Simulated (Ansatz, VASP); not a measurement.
# Two plane-wave programs on Te

```
Te
1.0
     4.63249    0.00000    0.00000
    -2.31624    4.01185    0.00000
     0.00000    0.00000    5.88690
Te
3
Direct
  0.25359 0.00000 0.33333
  0.00000 0.25359 0.66667
  0.74641 0.74641 0.00000
```

Alike in both runs: task single point; functional r2SCAN; k mesh 2 × 2 × 2; occupations fermi-dirac, width 0.05 eV; no spin polarisation.

```csv
,VASP,Ansatz
version,VASP 6.6.1,Ansatz 0.2.0
potentials or method,"VASP PAW PBE potentials, release 64 (Te), cutoff 520 eV","plane waves (500 eV) with PAW, scalar-relativistic"
valence electrons in the cell,18,48
```

|  | VASP | Ansatz | Ansatz less VASP |
| --- | --- | --- | --- |
| pressure (GPa) | 0.8 | 0.7 | -0.04 |
| traceless stress, the component that is largest in VASP (GPa) | -2.79 | -2.81 | -0.028 |

VASP's potentials were made for PBE, not for r2SCAN. VASP's potentials hold 18 valence electrons a cell and Ansatz's 48, so a difference there can come from the potentials and not from the codes.

The k mesh is coarse, so the values compare programs but aren't converged. Spin-orbit coupling is off throughout.
